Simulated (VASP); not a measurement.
# Re (P6_3/mmc) in VASP: notebook, part 2 of 2

VASP 6.6.1. Earlier steps stand in the parts before.

## Step 6: Single point, PBE

Contents of INCAR:

```
SYSTEM = Re
  PREC = Accurate
  ENCUT = 520
  EDIFF = 1E-6
  ISMEAR = 0
  SIGMA = 0.6
  LREAL = .FALSE.
  LASPH = .TRUE.
  NELM = 80
  ALGO = Normal
  ISIF = 2
  LWAVE = .FALSE.
  LCHARG = .FALSE.
  GGA = PE
  NBANDS = 14
```

Contents of KPOINTS:

```
Automatic mesh
0
G
  13 13 7
  0 0 0
```

Contents of POSCAR:

```
Re
1.0
    2.7768706464      0.0000000000      0.0000000000
   -1.3884353232      2.4048405228      0.0000000000
    0.0000000000      0.0000000000      4.4788142384
Re
2
Direct
    0.3333333333      0.6666666667      0.2500000000
    0.6666666667      0.3333333333      0.7500000000
```

Potentials or basis: VASP PAW PBE potentials, release 64 (Re).

Started as:

```
$ cat potpaw_PBE.64/Re/POTCAR > POTCAR
$ mpirun -np 1 vasp_std > vasp.out
```

OUTCAR:

```text
SYSTEM = Re
   PREC = Accurate
   ENCUT = 520
   EDIFF = 1E-6
   ISMEAR = 0
   LREAL = .FALSE.
   LASPH = .TRUE.
   NELM = 80
   ISIF = 2
   GGA = PE

 ion  position               nearest neighbor table
   1  0.333  0.667  0.250-   2 2.75   2 2.75   2 2.75   2 2.75   2 2.75   2 2.75
   2  0.667  0.333  0.750-   1 2.75   1 2.75   1 2.75   1 2.75   1 2.75   1 2.75

  LATTYP: Found a hexagonal cell.
 ALAT       =     2.7768706464
 C/A-ratio  =     1.6128998462

  Lattice vectors:

 A1 = (   2.7768706464,   0.0000000000,   0.0000000000)
 A2 = (  -1.3884353232,   2.4048405228,   0.0000000000)
 A3 = (   0.0000000000,   0.0000000000,   4.4788142384)

Analysis of symmetry for initial positions (statically):
=====================================================================
 Subroutine PRICEL returns:
 Original cell was already a primitive cell.

 Routine SETGRP: Setting up the symmetry group for a
 hexagonal supercell.

 Subroutine GETGRP returns: Found 24 space group operations
 (whereof 12 operations were pure point group operations)
 out of a pool of 24 trial point group operations.

The static configuration has the point symmetry D_3d.
 The point group associated with its full space group is D_6h.

Analysis of symmetry for dynamics (positions and initial velocities):
=====================================================================
 Subroutine PRICEL returns:
 Original cell was already a primitive cell.

 Routine SETGRP: Setting up the symmetry group for a
 hexagonal supercell.

 Subroutine GETGRP returns: Found 24 space group operations
 (whereof 12 operations were pure point group operations)
 out of a pool of 24 trial point group operations.

The dynamic configuration has the point symmetry D_3d.
 The point group associated with its full space group is D_6h.

 Subroutine INISYM returns: Found 24 space group operations
 (whereof 12 operations are pure point group operations),
 and found     1 'primitive' translations
[... 118 lines left out ...]
  Thomas-Fermi vector in A             =   2.404059
   LORBIT       =      0    0 simple, 1 ext, 2 COOP (PROOUT), +10 PAW based schemes
   GGA     = PE    functional components
   LHFCALC =     F    Hartree Fock is set to
   AEXX    =    0.0000 exact exchange contribution
   IVDW    =     0    specifies the selected vdW correction
   LEPSILON=     F    determine dielectric tensor
   LRPA    =     F    only Hartree local field effects (RPA)
 non-spin polarized calculation
 Gauss-broadening in eV      SIGMA  =   0.60
  energy-cutoff  :      520.00
  volume of cell :       29.91
 maximum number of plane-waves:       821
 NGX is ok and might be reduce to    24
   NGX = 11   NGY = 11   NGZ = 17

 number of electron      14.0000000 magnetization

 Free energy of the ion-electron system (eV)
  ---------------------------------------------------
  ext. energy  EPLUGINS =         0.00000000
  ---------------------------------------------------
  free energy    TOTEN  =       -25.00382887 eV

  energy without entropy =      -24.68664500  energy(sigma->0) =      -24.84523694

 E-fermi :   7.7359     XC(G=0): -13.6397

 val. band max:        7.7184753286   @ k =   0.1538   0.0769   0.1429
 cond. band min:       7.7669755012   @ k =   0.1538   0.0000   0.0000
 fundamental gap:      0.0485001726
 Fermi energy:         7.7359447293

 k-point     1 :       0.0000    0.0000    0.0000
  band No.  band energies     occupation
      1      -2.0685      2.00000
      2       1.1844      2.00000
      3       6.1482      1.99982
      4       6.1482      1.99982
      5       6.1697      1.99978
      6       6.9668      1.93015
      7       6.9668      1.93015
      8       7.8715      0.74943
      9       7.8715      0.74943
     10       8.2870      0.19398
     11      10.9841      0.00000
     12      10.9841      0.00000
     13      17.5078      0.00000
     14      21.7995      0.00000
[... 377 lines left out ...]
      1      -0.9431      2.00000
      2       2.0162      2.00000
      3       5.0983      2.00000
      4       5.4257      2.00000
      5       6.2130      1.99967
      6       6.6942      1.98593
      7       6.9945      1.91947
      8       7.4947      1.43043
      9       7.9239      0.65778
     10       8.0773      0.42103
     11      11.3056      0.00000
     12      13.0632      0.00000
     13      18.4504      0.00000
     14      23.1658      0.00000

 [... further k-points ...]
[... 5 lines left out ...]
  --------------------------------------------------------------------------------------
  -------------------------------------------------------------------------------------
  Total        0.1523500      0.1523500     -0.0801938      0.0000000      0.0000000      0.0000000
  in kB        8.1610858      8.1610858     -4.2958205      0.0000000      0.0000000      0.0000000
  external PRESSURE =       4.0087837 kB  Pullay stress =       0.0000000 kB

 VOLUME and BASIS-vectors are now :
 -----------------------------------------------------------------------------
  energy-cutoff  :      520.00
  volume of cell :       29.91
      direct lattice vectors                 reciprocal lattice vectors
     2.776870646  0.000000000  0.000000000     0.360117603  0.207913995  0.000000000
    -1.388435323  2.404840523  0.000000000     0.000000000  0.415827990  0.000000000
     0.000000000  0.000000000  4.478814238     0.000000000  0.000000000  0.223273381

 POSITION                                       TOTAL-FORCE (eV/Angst)
 -----------------------------------------------------------------------------------
     -0.00000      1.60323      1.11970        -0.000000      0.000000      0.000000
      1.38844      0.80161      3.35911         0.000000      0.000000      0.000000
 -----------------------------------------------------------------------------------
    total drift:                               -0.000000      0.000000     -0.000000

  FREE ENERGIE OF THE ION-ELECTRON SYSTEM (eV)
  ---------------------------------------------------
  free  energy   TOTEN  =       -25.0038288658 eV

  energy  without entropy=      -24.6866450043  energy(sigma->0) =      -24.84523694
```

OSZICAR:

```text
N       E                     dE             d eps       ncg     rms          rms(c)
DAV:   1     0.205940983522E+02    0.20594E+02   -0.67390E+03  4704   0.123E+03
DAV:   2    -0.253788957201E+02   -0.45973E+02   -0.40032E+02  3878   0.285E+02
DAV:   3    -0.264090160566E+02   -0.10301E+01   -0.10118E+01  3658   0.432E+01
DAV:   4    -0.264184029317E+02   -0.93869E-02   -0.93783E-02  3658   0.293E+00
DAV:   5    -0.264186048990E+02   -0.20197E-03   -0.20195E-03  3694   0.775E-01    0.413E+01
DAV:   6    -0.253651438741E+02    0.10535E+01   -0.83076E-01  4112   0.256E+01    0.165E+01
DAV:   7    -0.250173642308E+02    0.34778E+00   -0.55339E-01  4128   0.203E+01    0.671E-01
DAV:   8    -0.250046384387E+02    0.12726E-01   -0.83403E-03  4242   0.104E+00    0.216E-01
DAV:   9    -0.250038105070E+02    0.82793E-03   -0.48072E-04  4400   0.256E-01    0.389E-02
DAV:  10    -0.250038275840E+02   -0.17077E-04   -0.38848E-05  3698   0.435E-02    0.135E-02
DAV:  11    -0.250038295087E+02   -0.19247E-05   -0.27691E-07  2268   0.237E-02    0.246E-03
DAV:  12    -0.250038288658E+02    0.64290E-06   -0.22400E-07  1920   0.111E-02
   1 F= -.25003829E+02 E0= -.24845237E+02  d E =-.317184E+00
```

Wall time 54 s (1 thread of Intel Xeon Platinum 8375C at 2.90GHz (Ice Lake), shared host); peak memory 0.17 GiB.

Results:

* Free energy: -25.0038 eV
* Pressure: 0.4 GPa
* Band gap on the k mesh: zero (band 7 reaches 8.84 eV, above the bottom of band 8 at 6.15 eV)

Levels at points of the mesh, in eV from the Fermi level:
```tsv
k point	band 3	band 4	band 5	band 6	band 7	band 8	band 9	band 10	band 11	band 12
(0.00, 0.00, 0.00)	-1.59	-1.59	-1.57	-0.77	-0.77	0.14	0.14	0.55	3.25	3.25
```

Caveat: spin-orbit coupling is left out, which moves the levels of the heavy elements.

## Step 7: Overview

| smearing | gap on the mesh (eV) | pressure (GPa) |
| --- | --- | --- |
| gaussian 0.03 eV | none | -0.7 |
| gaussian 0.1 eV | none | -0.8 |
| gaussian 0.2 eV | none | -0.6 |
| gaussian 0.3 eV | none | -0.4 |
| gaussian 0.6 eV | none | 0.4 |

Alike in all rows: task single point; level PBE; potentials or basis VASP PAW PBE potentials, release 64 (Re); no spin polarisation; cell as given; k mesh 13 × 13 × 7; cutoff (eV) 520.

Every run on the cell as given and a fine mesh finds a metal.

Caveats: spin-orbit coupling is left out, which moves the levels of the heavy elements.

Absolute energies hang on the potentials; compare differences alone.
